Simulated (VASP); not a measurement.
# Ag3Os (P-6m2) in VASP: further runs

Ag3Os is run at these levels: PBE; tasks: single point, relaxation of cell and atoms.

Everything below comes from runs of VASP 6.6.1. Logs are shortened: lines on timing, memory, paths and dates and some standing lists are left out, and cuts for length are marked.

### 1 The cell of the first run

It takes space group P-6m2 (No. 187, hexagonal). Conventional cell: a = 2.755 Å, b = 2.755 Å, c = 10.594 Å, α = 90.00°, β = 90.00°, γ = 120.00°. Within 3.6 Å of Ag (site symmetry 3m) lie 9 Ag at 2.75 to 2.98 Å and 1 Os at 2.78 Å. Within 3.6 Å of Ag (site symmetry -6m2) lie 12 Ag at 2.75 to 2.98 Å. Os (site symmetry -6m2) has 6 Os at 2.75 Å and 2 Ag at 2.78 Å within 3.6 Å.

The cell was built from a structure type or drawn by symmetry, and may not be a known phase.

### 2 Single point, PBE

The input, INCAR:

```
SYSTEM = Ag3Os
  PREC = Accurate
  ENCUT = 520
  EDIFF = 1E-6
  ISMEAR = 0
  SIGMA = 0.1
  LREAL = .FALSE.
  LASPH = .TRUE.
  NELM = 80
  ALGO = Normal
  ISIF = 2
  LWAVE = .FALSE.
  LCHARG = .FALSE.
  GGA = PE
  NBANDS = 28
```

The input, KPOINTS:

```
Automatic mesh
0
G
  12 12 4
  0 0 0
```

The input, POSCAR:

```
Ag3Os
1.0
    2.7547915999      0.0000000000      0.0000000000
   -1.3773958000      2.3857195076      0.0000000000
    0.0000000000      0.0000000000     10.5938624357
Ag Os
3 1
Direct
    0.6666666667      0.3333333333      0.2620986301
    0.6666666667      0.3333333333      0.7379013699
    0.3333333333      0.6666666667      0.5000000000
    0.6666666667      0.3333333333      0.0000000000
```

Potentials or basis: VASP PAW PBE potentials, release 64 (Ag, Os).

Started as:

```console
$ cat potpaw_PBE.64/Ag/POTCAR potpaw_PBE.64/Os/POTCAR > POTCAR
$ mpirun -np 1 vasp_std > vasp.out
```

OUTCAR:

```text
SYSTEM = Ag3Os
   PREC = Accurate
   ENCUT = 520
   EDIFF = 1E-6
   ISMEAR = 0
   LREAL = .FALSE.
   LASPH = .TRUE.
   NELM = 80
   ISIF = 2
   GGA = PE

 ion  position               nearest neighbor table
   1  0.667  0.333  0.262-   4 2.78   3 2.98   3 2.98   3 2.98
   2  0.667  0.333  0.738-   4 2.78   3 2.98   3 2.98   3 2.98
   3  0.333  0.667  0.500-   1 2.98   2 2.98   1 2.98   2 2.98   1 2.98   2 2.98
   4  0.667  0.333  0.000-   1 2.78   2 2.78

  LATTYP: Found a hexagonal cell.
 ALAT       =     2.7547915999
 C/A-ratio  =     3.8456130170

  Lattice vectors:

 A1 = (   2.7547915999,   0.0000000000,   0.0000000000)
 A2 = (  -1.3773958000,   2.3857195076,   0.0000000000)
 A3 = (   0.0000000000,   0.0000000000,  10.5938624357)

Analysis of symmetry for initial positions (statically):
=====================================================================
 Subroutine PRICEL returns:
 Original cell was already a primitive cell.

 Routine SETGRP: Setting up the symmetry group for a
 hexagonal supercell.

 Subroutine GETGRP returns: Found 12 space group operations
 (whereof 12 operations were pure point group operations)
 out of a pool of 24 trial point group operations.

The static configuration has the point symmetry D_3h.

Analysis of symmetry for dynamics (positions and initial velocities):
=====================================================================
 Subroutine PRICEL returns:
 Original cell was already a primitive cell.

 Routine SETGRP: Setting up the symmetry group for a
 hexagonal supercell.

 Subroutine GETGRP returns: Found 12 space group operations
 (whereof 12 operations were pure point group operations)
 out of a pool of 24 trial point group operations.

The dynamic configuration has the point symmetry D_3h.

 Subroutine INISYM returns: Found 12 space group operations
 (whereof 12 operations are pure point group operations),
 and found     1 'primitive' translations

----------------------------------------------------------------------------------------

                                     Primitive cell

  volume of cell :      69.6246

  direct lattice vectors                    reciprocal lattice vectors
     2.754791600  0.000000000  0.000000000     0.363003866  0.209580380  0.000000000
    -1.377395800  2.385719508  0.000000000     0.000000000  0.419160759  0.000000000
     0.000000000  0.000000000 10.593862436     0.000000000  0.000000000  0.094394278

  length of vectors
     2.754791600  2.754791600 10.593862436     0.419160759  0.419160759  0.094394278

  position of ions in fractional coordinates (direct lattice)
     0.666666667  0.333333333  0.262098630
     0.666666667  0.333333333  0.737901370
     0.333333333  0.666666667  0.500000000
     0.666666667  0.333333333  0.000000000

  ion indices of the primitive-cell ions
   primitive index   ion index
                 1           1
                 2           2
                 3           3
                 4           4

----------------------------------------------------------------------------------------

 KPOINTS: Automatic mesh

Automatic generation of k-mesh.
 Grid dimensions read from file:
 generate k-points for:   12   12    4

 Generating k-lattice:

  Cartesian coordinates                     Fractional coordinates (reciprocal lattice)
     0.030250322  0.017465032  0.000000000     0.083333333 -0.000000000  0.000000000
     0.000000000  0.034930063  0.000000000     0.000000000  0.083333333  0.000000000
     0.000000000  0.000000000  0.023598570     0.000000000  0.000000000  0.250000000

  Length of vectors
     0.034930063  0.034930063  0.023598570

  Shift w.r.t. Gamma in fractional coordinates (k-lattice)
     0.000000000  0.000000000  0.000000000

 Subroutine IBZKPT returns following result:
 ===========================================

 Found     57 irreducible k-points:

 Following reciprocal coordinates:
            Coordinates               Weight
  0.000000  0.000000  0.000000      1.000000
  0.083333  0.000000  0.000000      6.000000
  0.166667  0.000000  0.000000      6.000000
  0.250000  0.000000  0.000000      6.000000
  0.333333  0.000000  0.000000      6.000000
  0.416667  0.000000  0.000000      6.000000
[... 16 lines left out ...]
  0.250000  0.000000  0.250000     12.000000
  0.333333  0.000000  0.250000     12.000000
 [... further k-points ...]
   k-points           NKPTS =     57   k-points in BZ     NKDIM =     57   number of bands    NBANDS=     28
   number of dos      NEDOS =    301   number of ions     NIONS =      4
   total plane-waves  NPLWV =  32000
   dimension x,y,z NGX =    20 NGY =   20 NGZ =   80
   dimension x,y,z NGXF=    40 NGYF=   40 NGZF=  160
   ions per type =               3   1
   NGX,Y,Z   is equivalent  to a cutoff of  12.07, 12.07, 12.55 a.u.
   NGXF,Y,Z  is equivalent  to a cutoff of  24.14, 24.14, 25.11 a.u.
 SYSTEM =  Ag3Os
   PREC   = accura    normal or accurate (medium, high low for compatibility)
[... 55 lines left out ...]

 E-fermi :   7.7271     XC(G=0): -12.2354

 val. band max:        7.7123541117   @ k =   0.4167   0.0833   0.0000
 cond. band min:       7.7300406144   @ k =   0.2500   0.1667   0.0000
 fundamental gap:      0.0176865027
 Fermi energy:         7.7271181035

 k-point     1 :       0.0000    0.0000    0.0000
  band No.  band energies     occupation
      1      -0.3023      2.00000
      2       0.5453      2.00000
      3       0.9472      2.00000
      4       1.1190      2.00000
      5       2.1689      2.00000
      6       2.6803      2.00000
[... 20 lines left out ...]
     27      16.3091      0.00000
     28      21.9189      0.00000

 k-point     2 :       0.0833    0.0000    0.0000
  band No.  band energies     occupation
      1      -0.0651      2.00000
      2       0.7729      2.00000
      3       1.1449      2.00000
      4       1.2841      2.00000
      5       2.2203      2.00000
      6       2.6105      2.00000
[... 20 lines left out ...]
     27      16.5086      0.00000
     28      22.2732      0.00000

 k-point     3 :       0.1667    0.0000    0.0000
  band No.  band energies     occupation
      1       0.5741      2.00000
      2       1.3186      2.00000
      3       1.6120      2.00000
      4       1.6682      2.00000
      5       2.3151      2.00000
      6       2.4988      2.00000
[... 20 lines left out ...]
     27      17.0638      0.00000
     28      21.8265      0.00000

 k-point     4 :       0.2500    0.0000    0.0000
  band No.  band energies     occupation
      1       1.2308      2.00000
      2       1.5719      2.00000
      3       1.7624      2.00000
      4       2.0066      2.00000
      5       2.2095      2.00000
      6       2.3506      2.00000
[... 20 lines left out ...]
     27      17.7414      0.00000
     28      18.8902      0.00000

 k-point     5 :       0.3333    0.0000    0.0000
  band No.  band energies     occupation
      1       1.2094      2.00000
      2       1.4989      2.00000
      3       1.5255      2.00000
      4       1.8852      2.00000
      5       2.1019      2.00000
      6       2.5051      2.00000
[... 20 lines left out ...]
     27      16.7447      0.00000
     28      18.1131      0.00000

 k-point     6 :       0.4167    0.0000    0.0000
  band No.  band energies     occupation
      1       1.0318      2.00000
      2       1.3102      2.00000
      3       1.3452      2.00000
      4       1.6483      2.00000
      5       2.0085      2.00000
      6       2.3335      2.00000
[... 463 lines left out ...]
      5       2.2547      2.00000
      6       2.6075      2.00000
[... 20 lines left out ...]
     27      17.9932      0.00000
     28      21.6055      0.00000

 k-point    22 :       0.1667    0.0000    0.2500
  band No.  band energies     occupation
      1       0.6547      2.00000
      2       1.1773      2.00000
      3       1.5010      2.00000
      4       1.8022      2.00000
      5       2.3381      2.00000
      6       2.4707      2.00000
[... 20 lines left out ...]
     27      18.7434      0.00000
     28      21.8784      0.00000

 k-point    23 :       0.2500    0.0000    0.2500
  band No.  band energies     occupation
      1       1.2649      2.00000
      2       1.5691      2.00000
      3       1.6961      2.00000
      4       2.0253      2.00000
      5       2.2369      2.00000
      6       2.3583      2.00000
[... 20 lines left out ...]
     27      18.6347      0.00000
     28      19.7355      0.00000

 k-point    24 :       0.3333    0.0000    0.2500
  band No.  band energies     occupation
      1       1.2121      2.00000
      2       1.4845      2.00000
      3       1.5309      2.00000
      4       1.8780      2.00000
      5       2.0996      2.00000
      6       2.3963      2.00000
[... 20 lines left out ...]
     27      16.2273      0.00000
     28      17.3869      0.00000

 [... further k-points ...]

------------------------ aborting loop because EDIFF is reached ----------------------------------------

  FORCE on cell =-STRESS in cart. coord.  units (eV):
  Direction    XX          YY          ZZ          XY          YZ          ZX
  --------------------------------------------------------------------------------------
  -------------------------------------------------------------------------------------
  Total       -0.1389810     -0.1389810     -0.0968745      0.0000000      0.0000000      0.0000000
  in kB       -3.1981857     -3.1981857     -2.2292445      0.0000000      0.0000000      0.0000000
  external PRESSURE =      -2.8752053 kB  Pullay stress =       0.0000000 kB

 VOLUME and BASIS-vectors are now :
 -----------------------------------------------------------------------------
  energy-cutoff  :      520.00
  volume of cell :       69.62
      direct lattice vectors                 reciprocal lattice vectors
     2.754791600  0.000000000  0.000000000     0.363003866  0.209580380  0.000000000
    -1.377395800  2.385719508  0.000000000     0.000000000  0.419160759  0.000000000
     0.000000000  0.000000000 10.593862436     0.000000000  0.000000000  0.094394278

 POSITION                                       TOTAL-FORCE (eV/Angst)
 -----------------------------------------------------------------------------------
      1.37740      0.79524      2.77664         0.000000      0.000000     -0.005336
      1.37740      0.79524      7.81723         0.000000      0.000000      0.005336
     -0.00000      1.59048      5.29693        -0.000000      0.000000      0.000000
      1.37740      0.79524      0.00000        -0.000000     -0.000000      0.000000
 -----------------------------------------------------------------------------------
    total drift:                                0.000000     -0.000000      0.000000

  FREE ENERGIE OF THE ION-ELECTRON SYSTEM (eV)
  ---------------------------------------------------
  free  energy   TOTEN  =       -17.1703769331 eV

  energy  without entropy=      -17.1549437178  energy(sigma->0) =      -17.16266033
```

Run time: 49 s. Hardware: 1 thread of Intel Xeon 6975P-C (Granite Rapids), shared host; peak memory 0.24 GiB.

Results:

```
Free energy            : -17.1704 eV
Pressure               : -0.3 GPa
Largest force          : 0.005 eV/Å
Band gap on the k mesh : zero (an odd number of electrons rules out a gap without spin polarisation)
```

Forces on the atoms (eV/Å):
```
Ag   0.000  0.000 -0.005
Ag   0.000  0.000  0.005
Ag   0.000  0.000  0.000
Os   0.000  0.000  0.000
```

Caveat: spin-orbit coupling is left out, which moves the levels of the heavy elements.

### 3 Single point, PBE (17.57 Å³/atom)

This run uses another cell than the first one, of 17.57 Å³/atom.

The input, INCAR:

```
PREC = Accurate
ENCUT = 520
EDIFF = 1E-6
ISMEAR = 0
SIGMA = 0.1
LREAL = F
LASPH = T
NELM = 60
ALGO = Normal
ISIF = 2
LWAVE = F
LCHARG = F
GGA = PE
NBANDS = 28
```

The input, KPOINTS:

```
regular mesh
0
Gamma
  12 12 4
```

The input, POSCAR:

```
Ag3Os
1.0
    2.8338941876      0.0000000000      0.0000000000
   -1.4169470938      2.4542243581      0.0000000000
    0.0000000000      0.0000000000     10.1061262119
Ag Os
3 1
Direct
    0.0000000000      0.0000000000      0.0000000000
    0.6666666667      0.3333333333      0.7419707887
    0.6666666667      0.3333333333      0.2580292113
    0.0000000000      0.0000000000      0.5000000000
```

Potentials or basis: VASP PAW PBE potentials, release 64 (Ag, Os).

Started as:

```console
$ cat potpaw_PBE.64/Ag/POTCAR potpaw_PBE.64/Os/POTCAR > POTCAR
$ mpirun -np 1 vasp_std > vasp.out
```

Wall time 92 s (1 thread of Intel Xeon Platinum 8259CL at 2.50GHz (Skylake/Cascade Lake), shared host); peak memory 0.26 GiB.

Results (log left out):

* Free energy: -17.7504 eV
* Pressure: -7.0 GPa
* Band gap on the k mesh: zero (an odd number of electrons rules out a gap without spin polarisation)

Forces on the atoms (eV/Å):
```
Ag   0.000  0.000  0.000
Ag   0.000  0.000  0.002
Ag   0.000  0.000 -0.002
Os   0.000  0.000  0.000
```

Stress tensor (GPa, compression positive):
```
-7.06  0.00  0.00
 0.00 -7.06  0.00
 0.00  0.00 -6.89
```

Levels at points of the mesh, in eV from the Fermi level:
```tsv
k point	band 18	band 19	band 20	band 21	band 22	band 23
(0.00, 0.00, 0.00)	-3.22	-3.22	-1.56	-1.56	-0.78	0.74
(0.50, 0.00, 0.00)	-1.19	0.06	0.96	1.08	1.14	2.43
(0.00, 0.00, 0.50)	-3.24	-2.71	-2.08	-1.56	-1.56	0.74
(0.50, 0.00, 0.50)	-1.16	0.05	0.47	0.94	1.68	2.43
```

Caveat: the cell stands under tension; spin-orbit coupling is left out, which moves the levels of the heavy elements.

### 4 Single point, PBE (18.24 Å³/atom)

This run uses another cell than the first one, of 18.24 Å³/atom.

The input, INCAR:

```
SYSTEM = Ag3Os
  PREC = Accurate
  ENCUT = 520
  EDIFF = 1E-6
  ISMEAR = 0
  SIGMA = 0.1
  LREAL = .FALSE.
  LASPH = .TRUE.
  NELM = 80
  ALGO = Normal
  ISIF = 2
  LWAVE = .FALSE.
  LCHARG = .FALSE.
  GGA = PE
  NBANDS = 28
```

The input, KPOINTS:

```
Automatic mesh
0
G
  12 12 4
  0 0 0
```

The input, POSCAR:

```
Ag3Os
1.0
    2.8549955967      0.0000000000      0.0000000000
   -1.4274977983      2.4724987144      0.0000000000
    0.0000000000      0.0000000000     10.3330352986
Ag Os
3 1
Direct
    0.0000000000      0.0000000000      0.0000000000
    0.6666666667      0.3333333333      0.7390028938
    0.6666666667      0.3333333333      0.2609971062
    0.0000000000      0.0000000000      0.5000000000
```

Started as:

```console
$ cat potpaw_PBE.64/Ag/POTCAR potpaw_PBE.64/Os/POTCAR > POTCAR
$ mpirun -np 1 vasp_std > vasp.out
```

It took 91 s on 1 thread of Intel Xeon Platinum 8259CL at 2.50GHz (Skylake/Cascade Lake), shared host; peak memory 0.27 GiB.

It converged, with:

| Item | Value |
| --- | --- |
| Free energy | -17.6104 eV |
| Pressure | -10.0 GPa |
| Largest force | 0.004 eV/Å |
| Band gap on the k mesh | zero (an odd number of electrons rules out a gap without spin polarisation) |

Forces on the atoms (eV/Å):
```
Ag   0.000  0.000  0.000
Ag   0.000  0.000 -0.004
Ag   0.000  0.000  0.004
Os   0.000  0.000  0.000
```

Stress tensor (GPa, compression positive):
```
-10.01   0.00   0.00
  0.00 -10.01   0.00
  0.00   0.00  -9.92
```

Levels at points of the mesh, in eV from the Fermi level:
```
           k point  band 16  band 17  band 18  band 19  band 20  band 21  band 22  band 23  band 24  band 25
(0.00, 0.00, 0.00)    -3.39    -3.16    -3.16    -3.15    -1.51    -1.51    -0.72     0.72     0.72     2.58
(0.50, 0.00, 0.00)    -2.63    -2.26    -1.12     0.07     0.98     1.15     1.22     2.35     2.99     4.91
(0.00, 0.00, 0.50)    -3.36    -3.18    -3.18    -2.66    -1.97    -1.51    -1.51     0.72     0.72     4.29
(0.50, 0.00, 0.50)    -2.63    -2.15    -1.09     0.06     0.61     0.97     1.70     2.35     3.18     5.06
```

Caveat: the cell stands under tension; spin-orbit coupling is left out, which moves the levels of the heavy elements.

### 5 Relaxation of cell and atoms, PBE

This run uses another cell than the first one, of 23.40 Å³/atom.

The input, INCAR:

```
  ALGO = Normal
  EDIFF = 1E-7
  EDIFFG = -0.08
  ENCUT = 600
  GGA = PE
  IBRION = 2
  ISIF = 3
  ISMEAR = 0
  LASPH = T
  LCHARG = F
  LREAL = F
  LWAVE = F
  NELM = 100
  NSW = 36
  PREC = Accurate
  SIGMA = 0.2
```

The input, KPOINTS:

```
k-points
0
Gamma
  7 7 2
```

The input, POSCAR:

```
Ag3Os
1.0
    3.2578755800      0.0000000000      0.0000000000
   -1.6289377900      2.8214030200      0.0000000000
    0.0000000000      0.0000000000     10.1828543600
Ag Os
3 1
Direct
    0.0000000000      0.0000000000      0.0000000000
    0.6666666700      0.3333333300      0.7309134000
    0.6666666700      0.3333333300      0.2690866000
    0.0000000000      0.0000000000      0.5000000000
```

Started as:

```console
$ cat potpaw_PBE.64/Ag/POTCAR potpaw_PBE.64/Os/POTCAR > POTCAR
$ mpirun -np 1 vasp_std > vasp.out
```

Run time: 6.9 min. Hardware: 1 thread of Intel Xeon Platinum 8259CL at 2.50GHz (Skylake/Cascade Lake), shared host; peak memory 0.28 GiB.

It converged, with:

```
Free energy                           : -17.8593 eV
Relaxed volume                        : 16.51 Å³/atom
Relaxed cell                          : a = 2.797 Å, b = 2.797 Å, c = 9.745 Å, α = 90.00°, β = 90.00°, γ = 120.00°
Space group after relaxing (to 0.1 Å) : P-6m2 (No. 187)
Energy gained by relaxing             : 665.5 meV/atom
Ionic steps                           : 10
Pressure after relaxing               : 0.3 GPa
Largest force after relaxing          : 0.010 eV/Å
Band gap on the k mesh                : zero (an odd number of electrons rules out a gap without spin polarisation)
```

Forces in eV/Å, atoms in the order of the input:
```
Ag   0.000  0.000  0.000
Ag   0.000  0.000  0.010
Ag   0.000  0.000 -0.010
Os   0.000  0.000  0.000
```

Stress tensor (GPa, compression positive):
```
0.17 0.00 0.00
0.00 0.17 0.00
0.00 0.00 0.62
```

Step by step:
| step | energy change (eV) | largest force (eV/Å) | pressure (GPa) | volume (Å³) |
| --- | --- | --- | --- | --- |
| 1 | 0.0000 | 0.3468 | -18.87 | 93.60 |
| 2 | -1.9566 | 2.4115 | 21.14 | 60.94 |
| 3 | -2.3232 | 1.3517 | 0.21 | 67.75 |
| 4 | -2.3240 | 1.4108 | 1.23 | 67.29 |
| 5 | -2.5768 | 0.7819 | 3.88 | 65.49 |
| 6 | -2.5808 | 0.7024 | 4.67 | 65.20 |
| 7 | -2.5977 | 0.1231 | -5.30 | 69.36 |
| 8 | -2.6287 | 0.3511 | -1.25 | 67.44 |
| 9 | -2.6474 | 0.2489 | -0.82 | 66.97 |
| 10 | -2.6620 | 0.0098 | 0.32 | 66.04 |

Final structure:
```yaml
crystal:
  lattice:
    - [2.79738, 0.00000, 0.00000]
    - [-1.39869, 2.42260, 0.00000]
    - [0.00000, 0.00000, 9.74532]
  atoms:
    - { symbol: Ag, position: [0.00000, 0.00000, 0.00000] }
    - { symbol: Ag, position: [0.66667, 0.33333, 0.74691] }
    - { symbol: Ag, position: [0.66667, 0.33333, 0.25309] }
    - { symbol: Os, position: [0.00000, 0.00000, 0.50000] }
```

Levels at points of the mesh, in eV from the Fermi level:
```tsv
k point	band 17	band 18	band 19	band 20	band 21	band 22	band 23	band 24
(0.00, 0.00, 0.00)	-3.41	-3.10	-3.10	-1.77	-1.77	-0.75	0.75	0.75
(0.00, 0.00, 0.50)	-3.14	-3.14	-2.69	-2.12	-1.77	-1.77	0.75	0.75
```

Caveat: the volume moved by over 15 % at a fixed basis, so the end points are rough; spin-orbit coupling is left out, which moves the levels of the heavy elements.

### 6 The runs side by side

| task | cell | k mesh | cutoff (eV) | smearing | gap on the mesh (eV) | pressure (GPa) | largest force (eV/Å) |
| --- | --- | --- | --- | --- | --- | --- | --- |
| single point | a = 2.755, b = 2.755, c = 10.594 Å, angles 90.0, 90.0, 120.0°, 4 atoms, atomic positions A | 12 × 12 × 4 | 520 | gaussian 0.1 eV | none | -0.3 | 0.01 |
| single point | a = 2.834, b = 2.834, c = 10.106 Å, angles 90.0, 90.0, 120.0°, 4 atoms, atomic positions B | 12 × 12 × 4 | 520 | gaussian 0.1 eV | none | -7.0 | - |
| single point | a = 2.855, b = 2.855, c = 10.333 Å, angles 90.0, 90.0, 120.0°, 4 atoms, atomic positions C | 12 × 12 × 4 | 520 | gaussian 0.1 eV | none | -10.0 | - |
| relaxation of cell and atoms | relaxed from a = 3.258, b = 3.258, c = 10.183 Å, angles 90.0, 90.0, 120.0°, 4 atoms, atomic positions D | 7 × 7 × 2 | 600 | gaussian 0.2 eV | none | 0.3 | 0.01 |

Alike in all rows: level PBE; potentials or basis VASP PAW PBE potentials, release 64 (Ag, Os); no spin polarisation.

Caveats: spin-orbit coupling is left out, which moves the levels of the heavy elements; the cell stands under tension (at least some runs); the volume moved by over 15 % at a fixed basis, so the end points are rough (at least some runs).

Absolute energies hang on the potentials; compare differences alone.
